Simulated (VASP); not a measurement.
Input of a VASP 6.6.1 run:

The input INCAR:

```
SYSTEM = Cu3Au4
PREC     = Accurate       ! precision mode
ENCUT    = 600            ! plane-wave cutoff, eV
EDIFF    = 1E-6           ! SCF threshold, eV
ISMEAR   = 0              ! smearing method
SIGMA    = 0.1            ! smearing width, eV
LREAL    = .FALSE.        ! projectors in reciprocal space
LASPH    = .TRUE.         ! aspherical terms in the spheres
NELM     = 120            ! most SCF steps
ALGO     = Normal         ! electronic algorithm
ISIF     = 2              ! what is computed and relaxed
LWAVE    = .FALSE.        ! write WAVECAR
LCHARG   = .FALSE.        ! write CHGCAR
GGA      = PE             ! functional
NBANDS   = 48             ! bands
GGA_COMPAT= .FALSE.
```

KPOINTS

```
Automatic mesh
0
G
  8 8 8
  0 0 0
```

POSCAR

```
Cu3Au4
1.0
    5.0878067228      0.0000000000      0.0000000000
    0.0000000000      5.0878067228      0.0000000000
    0.0000000000      0.0000000000      5.0878067228
Cu Au
3 4
Direct
    0.5000000000      0.5000000000      0.0000000000
    0.0000000000      0.5000000000      0.5000000000
    0.5000000000      0.0000000000      0.5000000000
    0.5000000000      0.5000000000      0.5000000000
    0.5000000000      0.0000000000      0.0000000000
    0.0000000000      0.5000000000      0.0000000000
    0.0000000000      0.0000000000      0.5000000000
```

Potentials or basis: VASP PAW PBE potentials, release 64 (Cu, Au).

Launch:

```console
$ cat potpaw_PBE.64/Cu/POTCAR potpaw_PBE.64/Au/POTCAR > POTCAR
$ mpirun -np 1 vasp_std > vasp.out
```

(1) Estimate the band gap on the k mesh.

(2) What does it give for the pressure?

## Answers

(1) zero (an odd number of electrons rules out a gap without spin polarisation).

(2) 0.1 GPa.

Caveat: spin-orbit coupling is left out, which moves the levels of the heavy elements.
